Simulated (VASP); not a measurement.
Runs of VASP 6.6.1 on Sb. The structure is that of space group Fm-3m (No. 225), or close to it. The cells are those of the table. 

| task | cell | k mesh | gap on the mesh (eV) | pressure (GPa) |
| --- | --- | --- | --- | --- |
| single point | a = 3.136 Å, angles 60.0°, 1 atom | 8 × 8 × 8 | none | 23.6 |
| single point | a = 3.387 Å, angles 60.0°, 1 atom | 16 × 16 × 16 | none | -0.1 |
| single point | a = 3.391 Å, angles 60.0°, 1 atom | 8 × 8 × 8 | none | (a) |
| relaxation of cell and atoms | relaxed from a = 3.136 Å, angles 60.0°, 1 atom | 8 × 8 × 8 | none | -0.1 |

Alike in all rows: level PBE; potentials or basis VASP PAW PBE potentials, release 64 (Sb); no spin polarisation; cutoff (eV) 500; smearing gaussian 0.1 eV.

Question: Fill in the values left out.

Answer: (a) 0.2.

Caveats: spin-orbit coupling is left out, which moves the levels of the heavy elements.

A k mesh can miss the band edges, and the runs leave out spin-orbit coupling on Sb.

A gap of «none» marks levels without a gap at the run's occupations.
